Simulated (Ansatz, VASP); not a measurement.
**Two plane-wave programs on Zn2SiN**

```xyz
4
Lattice="3.3095 0.0000 0.0000 -1.6547 2.8661 0.0000 0.0000 0.0000 5.4085" Properties=species:S:1:pos:R:3 pbc="T T T"
Zn    0.0000    1.9107    1.3471
Zn    1.6547    0.9554    4.0614
Si    0.0000    0.0000    2.7042
N     0.0000    0.0000    0.0000
```

Change from the starting cell: species swapped into the GdAgSe2 type (P-3m1, No. 164).

Alike in both runs: task single point; functional PBE; k mesh 6 × 6 × 4; occupations gaussian, width 0.1 eV; collinear spin.

|  | VASP | Ansatz |
| --- | --- | --- |
| version | VASP 6.6.1 | Ansatz 0.2.0 |
| potentials or method | VASP PAW PBE potentials, release 64 (Zn, Si, N), cutoff 600 eV | scalar-relativistic, plane waves, PAW |
| valence electrons in the cell | 33 | 33 |

Ansatz gave:

* gap on the k mesh at the Fermi level (eV): none
* pressure (GPa): 10.1
* traceless stress, the component that is largest in VASP (GPa): -7.31
* rms of the force components (eV/Å): 1.469
* net moment per atom (μB): 0.00

What did VASP give for the same quantities?

gap on the k mesh at the Fermi level (eV): none; pressure (GPa): 10.5; traceless stress, the component that is largest in VASP (GPa): -7.41; rms of the force components (eV/Å): 1.473; net moment per atom (μB): 0.00.

Atom by atom the forces differ by 0.004 eV/Å (rms over components). A gap of «none» marks a metal or a gap that the smearing closes. Ansatz's warnings: seeded moment not kept.

The k mesh is coarse, so the values compare programs but aren't converged.
